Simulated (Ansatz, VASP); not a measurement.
One calculation of B, two programs

```xyz
2
Lattice="1.8749 0.0000 0.0000 -0.9375 1.6238 0.0000 0.0000 0.0000 5.6417" Properties=species:S:1:pos:R:3 pbc="T T T"
B     0.0000    0.0000    0.8756
B     0.0000    0.0000    4.7661
```

Alike in both runs: functional PBE; k mesh 6 × 6 × 4; occupations gaussian, width 0.1 eV; no spin polarisation.

Ansatz relaxed the structure, and its values are those at the end. VASP's run is a single point on that final structure, the one shown.

|  | VASP | Ansatz |
| --- | --- | --- |
| version | VASP 6.6.1 | Ansatz 0.2.0 |
| potentials or method | VASP PAW PBE potentials, release 64 (B), cutoff 520 eV | scalar-relativistic, plane waves, PAW |
| valence electrons in the cell | 6 | 6 |

```tsv
	VASP	Ansatz	Ansatz less VASP
gap on the k mesh at the Fermi level (eV)	none	none	-
pressure (GPa)	0.1	0.1	-0.02
rms of the force components (eV/Å)	0.005	0.003	-0.0022
```

A gap of «none» marks a metal or a gap that the smearing closes. The functional is the same, so the differences come from potentials, cutoffs and numerics.

The k mesh is coarse, so the values compare programs but aren't converged.
